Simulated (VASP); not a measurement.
# BaTe (R-3m) in VASP: a series of runs

The runs below take BaTe through single point, with r2SCAN, HSE06.

All numbers are computed with VASP 6.6.1; they aren't measurements. Logs are shortened: lines on timing, memory, paths and dates and some standing lists are left out, and cuts for length are marked.

**1. The cell of the first run**

Symmetry: R-3m, No. 166, trigonal system. The conventional cell has a = 4.996 Å, b = 4.996 Å, c = 12.471 Å, α = 90.00°, β = 90.00°, γ = 120.00°. Ba (site symmetry -3m) has 6 Te at 3.56 Å within 4.7 Å. Within 4.7 Å of Te (site symmetry -3m) lie 6 Ba at 3.56 Å.

**2. Single point, r2SCAN (strain along [111] +1.9%)**

Input file POSCAR:

```
BaTe
1.0
    0.0452145516      3.5776013957      3.5776013957
    3.5776013957      0.0452145516      3.5776013957
    3.5776013957      3.5776013957      0.0452145516
Ba Te
1 1
Direct
    0.0000000000      0.0000000000      0.0000000000
    0.5000000000      0.5000000000      0.5000000000
```

Input file INCAR.step1:

```
SYSTEM = BaTe
  PREC = Accurate
  ENCUT = 520
  ISMEAR = 0
  SIGMA = 0.01
  LREAL = .FALSE.
  LASPH = .TRUE.
  NELM = 100
  NBANDS = 15
  GGA = PE
  ALGO = Normal
  EDIFF = 1E-4
  LWAVE = .TRUE.
  LCHARG = .FALSE.
```

Input file INCAR.step2:

```
SYSTEM = BaTe
  PREC = Accurate
  ENCUT = 520
  EDIFF = 1E-6
  ISMEAR = 0
  SIGMA = 0.01
  LREAL = .FALSE.
  LASPH = .TRUE.
  NELM = 100
  ALGO = Normal
  ISIF = 2
  LWAVE = .FALSE.
  LCHARG = .FALSE.
  METAGGA = R2SCAN
  LMIXTAU = .TRUE.
  NBANDS = 15
  ISTART = 1
```

Input file KPOINTS:

```
regular mesh
0
G
  6 6 6
  0 0 0
```

Potentials or basis: VASP PAW PBE potentials, release 64 (Ba_sv, Te).

On the command line:

```console
$ cat potpaw_PBE.64/Ba_sv/POTCAR potpaw_PBE.64/Te/POTCAR > POTCAR
$ cp INCAR.step1 INCAR
$ mpirun -np 1 vasp_std > vasp.out
$ cp INCAR.step2 INCAR
$ mpirun -np 1 vasp_std > vasp.out
```

OUTCAR:

```text
SYSTEM = BaTe
   PREC = Accurate
   ENCUT = 520
   EDIFF = 1E-6
   ISMEAR = 0
   LREAL = .FALSE.
   LASPH = .TRUE.
   NELM = 100
   ISIF = 2
   METAGGA = R2SCAN
   ISTART = 1

 ion  position               nearest neighbor table
   1  0.000  0.000  0.000-   2 3.56   2 3.56   2 3.56   2 3.56   2 3.56   2 3.56
   2  0.500  0.500  0.500-   1 3.56   1 3.56   1 3.56   1 3.56   1 3.56   1 3.56

  LATTYP: Found a trigonal (rhomboedric) cell.
 ALAT       =     5.0596944422
 COS(alpha) =     0.5125972934

  Lattice vectors:

 A1 = (   0.0452145516,   3.5776013957,   3.5776013957)
 A2 = (   3.5776013957,   0.0452145516,   3.5776013957)
 A3 = (   3.5776013957,   3.5776013957,   0.0452145516)

Analysis of symmetry for initial positions (statically):
=====================================================================
 Subroutine PRICEL returns:
 Original cell was already a primitive cell.

 Routine SETGRP: Setting up the symmetry group for a
 trigonal (rhombohedral) supercell.

 Subroutine GETGRP returns: Found 12 space group operations
 (whereof 12 operations were pure point group operations)
 out of a pool of 12 trial point group operations.

The static configuration has the point symmetry D_3d.

Analysis of symmetry for dynamics (positions and initial velocities):
=====================================================================
 Subroutine PRICEL returns:
 Original cell was already a primitive cell.

 Routine SETGRP: Setting up the symmetry group for a
 trigonal (rhombohedral) supercell.

 Subroutine GETGRP returns: Found 12 space group operations
 (whereof 12 operations were pure point group operations)
 out of a pool of 12 trial point group operations.

The dynamic configuration has the point symmetry D_3d.

 Subroutine INISYM returns: Found 12 space group operations
 (whereof 12 operations are pure point group operations),
 and found     1 'primitive' translations

----------------------------------------------------------------------------------------

                                     Primitive cell

  volume of cell :      89.8451

  direct lattice vectors                    reciprocal lattice vectors
     0.045214552  3.577601396  3.577601396    -0.142436188  0.140658513  0.140658513
     3.577601396  0.045214552  3.577601396     0.140658513 -0.142436188  0.140658513
     3.577601396  3.577601396  0.045214552     0.140658513  0.140658513 -0.142436188

  length of vectors
     5.059694442  5.059694442  5.059694442     0.244658338  0.244658338  0.244658338

  position of ions in fractional coordinates (direct lattice)
     0.000000000  0.000000000  0.000000000
     0.500000000  0.500000000  0.500000000

  ion indices of the primitive-cell ions
   primitive index   ion index
                 1           1
                 2           2

----------------------------------------------------------------------------------------

 KPOINTS: regular mesh

Automatic generation of k-mesh.
 Grid dimensions read from file:
 generate k-points for:    6    6    6

 Generating k-lattice:

  Cartesian coordinates                     Fractional coordinates (reciprocal lattice)
    -0.023739365  0.023443086  0.023443086     0.166666667 -0.000000000 -0.000000000
     0.023443086 -0.023739365  0.023443086    -0.000000000  0.166666667 -0.000000000
     0.023443086  0.023443086 -0.023739365    -0.000000000 -0.000000000  0.166666667

  Length of vectors
     0.040776390  0.040776390  0.040776390

  Shift w.r.t. Gamma in fractional coordinates (k-lattice)
     0.000000000  0.000000000  0.000000000

 Subroutine IBZKPT returns following result:
 ===========================================

 Found     32 irreducible k-points:

 Following reciprocal coordinates:
            Coordinates               Weight
  0.000000  0.000000  0.000000      1.000000
  0.166667  0.000000  0.000000      6.000000
  0.333333  0.000000  0.000000      6.000000
  0.500000  0.000000  0.000000      3.000000
  0.166667  0.166667 -0.000000      6.000000
  0.333333  0.166667 -0.000000     12.000000
[... 16 lines left out ...]
  0.500000  0.500000  0.166667      6.000000
 -0.333333  0.500000  0.166667     12.000000
 [... further k-points ...]
   k-points           NKPTS =     32   k-points in BZ     NKDIM =     32   number of bands    NBANDS=     15
   number of dos      NEDOS =    301   number of ions     NIONS =      2
   total plane-waves  NPLWV =  64000
   dimension x,y,z NGX =    40 NGY =   40 NGZ =   40
   dimension x,y,z NGXF=    80 NGYF=   80 NGZF=   80
   ions per type =               1   1
   NGX,Y,Z   is equivalent  to a cutoff of  13.14, 13.14, 13.14 a.u.
   NGXF,Y,Z  is equivalent  to a cutoff of  26.29, 26.29, 26.29 a.u.
 SYSTEM =  BaTe
   PREC   = accura    normal or accurate (medium, high low for compatibility)
   ISTART =      1    job   : 0-new  1-cont  2-samecut
   ICHARG =      0    charge: 1-file 2-atom 10-const
   ISPIN  =      1    spin polarized calculation?
   LNONCOLLINEAR =      F non collinear calculations
   LSORBIT =      F    spin-orbit coupling
   LASPH  =      T    aspherical Exc in radial PAW
   ENCUT  =  520.0 eV  38.22 Ry    6.18 a.u.   9.41  9.41  9.41*2*pi/ulx,y,z
   NELM   =    100;   NELMIN=  2; NELMDL=  0     # of ELM steps
   EDIFF  = 0.1E-05   stopping-criterion for ELM
   LREAL  =      F    real-space projection
   EDIFFG = 0.1E-04   stopping-criterion for IOM
   NSW    =      0    number of steps for IOM
   IBRION =     -1    ionic relax: 0-MD 1-quasi-New 2-CG
   NFREE  =      0    steps in history (QN), initial steepest desc. (CG)
   ISIF   =      2    stress and relaxation
   ISYM   =      2    0-nonsym 1-usesym 2-fastsym
   POTIM  = 0.5000    time-step for ionic-motion
   TEBEG  =    0.0;   TEEND  =   0.0 temperature during run
   PSTRESS=    0.0 pullay stress
   NELECT =      16.0000    total number of electrons
   NUPDOWN=      -1.0000    fix difference up-down
   EMIN   =  10.00;   EMAX   =-10.00  energy-range for DOS
   EFERMI =   0.00;   METHOD = LEGACY
   ISMEAR =     0;   SIGMA  =   0.01  broadening in eV -4-tet -1-fermi 0-gaus
   EFERMI_NEDOS =   21; number of points for ismear=-14 and -15
   IALGO  =     38    algorithm
   IMIX   =      4    mixing-type and parameters
     AMIX     =   0.40;   BMIX     =  1.00
     AMIX_MAG =   1.60;   BMIX_MAG =  1.00
  volume/ion in A,a.u.               =      44.92       303.15
  Fermi-wavevector in a.u.,A,eV,Ry     =   0.921050  1.740533 11.542284  0.848334
  Thomas-Fermi vector in A             =   2.046424
   LORBIT       =      0    0 simple, 1 ext, 2 COOP (PROOUT), +10 PAW based schemes
   METAGGA = R2SCAN    functional components
   LHFCALC =     F    Hartree Fock is set to
   AEXX    =    0.0000 exact exchange contribution
   IVDW    =     0    specifies the selected vdW correction
   LEPSILON=     F    determine dielectric tensor
   LRPA    =     F    only Hartree local field effects (RPA)
 non-spin polarized calculation
 Gauss-broadening in eV      SIGMA  =   0.01
  energy-cutoff  :      520.00
  volume of cell :       89.85
 maximum number of plane-waves:      2436
 NGX is ok and might be reduce to    40
   NGX = 19   NGY = 19   NGZ = 19

 number of electron      16.0000000 magnetization

 Free energy of the ion-electron system (eV)
  ---------------------------------------------------
  ext. energy  EPLUGINS =         0.00000000
  ---------------------------------------------------
  free energy    TOTEN  =       -56.02676459 eV

  energy without entropy =      -56.02676459  energy(sigma->0) =      -56.02676459

 E-fermi :   1.8580     XC(G=0):  -8.4350

 val. band max:        1.8013294836   @ k =   0.0000   0.0000   0.0000
 cond. band min:       3.7466937936   @ k =   0.5000   0.5000   0.0000
 fundamental gap:      1.9453643101
 Fermi energy:         1.8579742138

 k-point     1 :       0.0000    0.0000    0.0000
  band No.  band energies     occupation
      1     -26.1614      2.00000
      2     -10.8787      2.00000
      3     -10.8787      2.00000
      4     -10.8763      2.00000
      5      -7.9331      2.00000
      6       1.7360      2.00000
      7       1.8013      2.00000
      8       1.8013      2.00000
      9       5.0247      0.00000
     10       5.1842      0.00000
     11       5.1842      0.00000
     12       5.2049      0.00000
     13       5.7877      0.00000
     14       5.7877      0.00000
     15       9.2601      0.00000

 k-point     2 :       0.1667    0.0000    0.0000
  band No.  band energies     occupation
      1     -26.1587      2.00000
      2     -10.9760      2.00000
      3     -10.8817      2.00000
      4     -10.8783      2.00000
      5      -7.7658      2.00000
      6       1.0665      2.00000
      7       1.4046      2.00000
      8       1.4677      2.00000
      9       5.1812      0.00000
     10       5.4150      0.00000
     11       5.5153      0.00000
     12       6.1971      0.00000
     13       6.5049      0.00000
     14       6.5085      0.00000
     15      10.0799      0.00000

 k-point     3 :       0.3333    0.0000    0.0000
  band No.  band energies     occupation
      1     -26.1531      2.00000
      2     -11.1489      2.00000
      3     -10.8877      2.00000
      4     -10.8819      2.00000
      5      -7.4426      2.00000
      6       0.0822      2.00000
      7       0.8998      2.00000
      8       0.9704      2.00000
      9       5.5919      0.00000
     10       6.2672      0.00000
     11       6.3834      0.00000
     12       7.5030      0.00000
     13       8.1017      0.00000
     14       8.1036      0.00000
     15      10.3022      0.00000

 k-point     4 :       0.5000    0.0000    0.0000
  band No.  band energies     occupation
      1     -26.1503      2.00000
      2     -11.2270      2.00000
      3     -10.8907      2.00000
      4     -10.8836      2.00000
      5      -7.2831      2.00000
      6      -0.3129      2.00000
      7       0.6962      2.00000
      8       0.7697      2.00000
      9       6.3427      0.00000
     10       6.8668      0.00000
     11       7.1002      0.00000
     12       7.1570      0.00000
     13       9.0607      0.00000
     14       9.1917      0.00000
     15       9.5550      0.00000
[... 307 lines left out ...]
 k-point    22 :      -0.1667    0.3333    0.1667
  band No.  band energies     occupation
      1     -26.1496      2.00000
      2     -11.1011      2.00000
      3     -10.9535      2.00000
      4     -10.9089      2.00000
      5      -7.5129      2.00000
      6       0.2227      2.00000
      7       0.8822      2.00000
      8       1.1228      2.00000
      9       4.9420      0.00000
     10       6.5995      0.00000
     11       7.1389      0.00000
     12       7.2319      0.00000
     13       7.7962      0.00000
     14       9.1735      0.00000
     15       9.6838      0.00000

 k-point    23 :       0.5000    0.5000    0.1667
  band No.  band energies     occupation
      1     -26.1482      2.00000
      2     -11.0571      2.00000
      3     -10.9738      2.00000
      4     -10.9319      2.00000
      5      -7.6158      2.00000
      6       0.5177      2.00000
      7       0.9863      2.00000
      8       1.2472      2.00000
      9       4.3148      0.00000
     10       7.0908      0.00000
     11       7.3453      0.00000
     12       7.4773      0.00000
     13       7.6153      0.00000
     14       8.0692      0.00000
     15       9.8717      0.00000

 k-point    24 :      -0.3333    0.5000    0.1667
  band No.  band energies     occupation
      1     -26.1471      2.00000
      2     -11.0258      2.00000
      3     -10.9871      2.00000
      4     -10.9720      2.00000
      5      -7.6011      2.00000
      6       0.7319      2.00000
      7       0.7685      2.00000
      8       1.0569      2.00000
      9       4.7409      0.00000
     10       6.7133      0.00000
     11       6.9379      0.00000
     12       7.4920      0.00000
     13       7.8920      0.00000
     14       8.6849      0.00000
     15      10.2466      0.00000

 [... further k-points ...]
[... 5 lines left out ...]
  --------------------------------------------------------------------------------------
  -------------------------------------------------------------------------------------
  Total       -0.1617344     -0.1617344     -0.1617344     -0.0898459     -0.0898459     -0.0898459
  in kB       -2.8841558     -2.8841558     -2.8841558     -1.6021915     -1.6021915     -1.6021915
  external PRESSURE =      -2.8841558 kB  Pullay stress =       0.0000000 kB

 VOLUME and BASIS-vectors are now :
 -----------------------------------------------------------------------------
  energy-cutoff  :      520.00
  volume of cell :       89.85
      direct lattice vectors                 reciprocal lattice vectors
     0.045214552  3.577601396  3.577601396    -0.142436188  0.140658513  0.140658513
     3.577601396  0.045214552  3.577601396     0.140658513 -0.142436188  0.140658513
     3.577601396  3.577601396  0.045214552     0.140658513  0.140658513 -0.142436188

 POSITION                                       TOTAL-FORCE (eV/Angst)
 -----------------------------------------------------------------------------------
      0.00000      0.00000      0.00000         0.000000     -0.000000     -0.000000
      3.60021      3.60021      3.60021         0.000000      0.000000      0.000000
 -----------------------------------------------------------------------------------
    total drift:                                0.000000     -0.000000     -0.000000

  FREE ENERGIE OF THE ION-ELECTRON SYSTEM (eV)
  ---------------------------------------------------
  free  energy   TOTEN  =       -56.0267645890 eV

  energy  without entropy=      -56.0267645890  energy(sigma->0) =      -56.02676459
```

It took 90 s on 1 thread of Intel Xeon 6975P-C (Granite Rapids), shared host; peak memory 0.28 GiB.

What came out:

* Free energy: -56.0268 eV
* Pressure: -0.3 GPa
* Band gap on the k mesh: 1.95 eV (least direct gap 2.33 eV)

Caveat: the cell differs from its parent crystal (strain along [111] +1.9%); the PAW data sets were made with another functional, which shifts forces and pressure a little; spin-orbit coupling is left out, which moves the levels of the heavy elements. A k mesh can miss the band edges.

**3. Single point, HSE06 (strain along [111] +1.9%)**

POSCAR is that of step 2.

Input file INCAR.step1:

```
SYSTEM = BaTe
ALGO = Normal
EDIFF = 1E-5
ENCUT = 520
GGA = PE
ISIF = 2
ISMEAR = 0
LASPH = .TRUE.
LCHARG = .FALSE.
LREAL = .FALSE.
LWAVE = .TRUE.
NBANDS = 15
NELM = 100
PREC = Accurate
SIGMA = 0.01
```

Input file INCAR.step2:

```
SYSTEM = BaTe
ALGO = Normal
EDIFF = 1E-6
ENCUT = 520
GGA = PE
HFSCREEN = 0.2079
ISIF = 2
ISMEAR = 0
ISTART = 1
LASPH = .TRUE.
LCHARG = .FALSE.
LHFCALC = .TRUE.
LREAL = .FALSE.
LWAVE = .FALSE.
NBANDS = 15
NELM = 100
PREC = Accurate
PRECFOCK = Normal
SIGMA = 0.01
```

Input file KPOINTS:

```
k-points
0
G
  4 4 4
  0 0 0
```

Potentials or basis: VASP PAW PBE potentials, release 64 (Ba_sv, Te).

On the command line:

```console
$ cat potpaw_PBE.64/Ba_sv/POTCAR potpaw_PBE.64/Te/POTCAR > POTCAR
$ cp INCAR.step1 INCAR
$ mpirun -np 1 vasp_std > vasp.out
$ cp INCAR.step2 INCAR
$ mpirun -np 1 vasp_std > vasp.out
```

Wall time 11 min (1 thread of Intel Xeon 6975P-C (Granite Rapids), shared host); peak memory 0.35 GiB.

The run converged. Its results:

- Free energy: -9.7959 eV
- Pressure: -0.6 GPa
- Band gap on the k mesh: 2.31 eV (least direct gap 2.73 eV)

Stress tensor (GPa, compression positive):
```
-0.57 -0.16 -0.16
-0.16 -0.57 -0.16
-0.16 -0.16 -0.57
```

Levels at points of the mesh, in eV from the valence-band top:
```tsv
k point	band 6	band 7	band 8	band 9	band 10	band 11
(0.00, 0.00, 0.00)	-0.07	0.00	0.00	3.42	3.71	3.81
(0.50, 0.00, 0.00)	-2.29	-1.17	-1.09	4.81	5.56	5.81
(0.50, 0.50, 0.00)	-1.26	-0.48	-0.42	2.31	5.26	5.26
(0.50, 0.50, 0.50)	-2.30	-1.06	-1.06	4.85	5.57	5.75
```

Caveat: the cell differs from its parent crystal (strain along [111] +1.9%); the PAW data sets were made with another functional, which shifts forces and pressure a little; spin-orbit coupling is left out, which moves the levels of the heavy elements.
